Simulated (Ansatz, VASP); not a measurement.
SnO2: VASP beside Ansatz

```
CELL_PARAMETERS angstrom
3.30941 0.00000 0.00000
-1.65470 2.86602 0.00000
0.00000 0.00000 11.05385
ATOMIC_POSITIONS crystal
Sn 0.00000 0.00000 0.50000
Sn 0.00000 0.00000 0.00000
O 0.66667 0.33333 0.40586
O 0.66667 0.33333 0.09414
O 0.33333 0.66667 0.59414
O 0.33333 0.66667 0.90586
```

Alike in both runs: task single point; functional PBEsol; k mesh 12 × 12 × 2; no spin polarisation.

```csv
,VASP,Ansatz
version,VASP 6.6.1,Ansatz 0.2.0
potentials or method,"VASP PAW PBE potentials, release 64 (Sn_d, O), cutoff 520 eV","plane waves, PAW"
occupations,"methfessel-paxton of order 1, width 0.1 eV",cold
valence electrons in the cell,52,52
```

Ansatz gave:

| Quantity | Value |
| --- | --- |
| pressure (GPa) | -11.4 |
| traceless stress, the component that is largest in VASP (GPa) | 5.19 |

Problem. Which values does VASP return?

Solution. Pressure (GPa): -11.0; traceless stress, the component that is largest in VASP (GPa): 4.93.

VASP's potentials were made for PBE, not for PBEsol. Ansatz's warnings: structure snapped to symmetry.
